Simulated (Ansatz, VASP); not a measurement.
# Two plane-wave programs on Mg5ScI2

```xyz
8
Lattice="4.3653 0.0000 0.0000 0.0000 4.3653 0.0000 0.0000 0.0000 10.9918" Properties=species:S:1:pos:R:3 pbc="T T T"
Mg    0.0000    2.1827    2.7945
Mg    2.1827    0.0000    8.1973
Mg    2.1827    0.0000    2.7945
Mg    0.0000    2.1827    8.1973
Mg    2.1827    2.1827    0.0000
Sc    0.0000    0.0000    5.4959
I     0.0000    0.0000    0.0000
I     2.1827    2.1827    5.4959
```

Alike in both runs: task single point; functional PBE; k mesh 10 × 10 × 4; occupations gaussian, width 0.1 eV; no spin polarisation.

|  | VASP | Ansatz |
| --- | --- | --- |
| version | VASP 6.6.1 | Ansatz 0.2.0 |
| potentials or method | VASP PAW PBE potentials, release 64 (Mg, Sc_sv, I), cutoff 520 eV | scalar-relativistic, plane waves, PAW |
| valence electrons in the cell | 35 | 95 |

Ansatz gave:

- gap on the k mesh at the Fermi level (eV): none
- pressure (GPa): 0.0

Problem. Which values does VASP return?

Solution. gap on the k mesh at the Fermi level (eV): none; pressure (GPa): -0.1.

A gap of «none» marks a metal or a gap that the smearing closes. VASP's potentials hold 35 valence electrons a cell and Ansatz's 95, so a difference there can come from the potentials and not from the codes.

Neither program's run includes spin-orbit coupling.
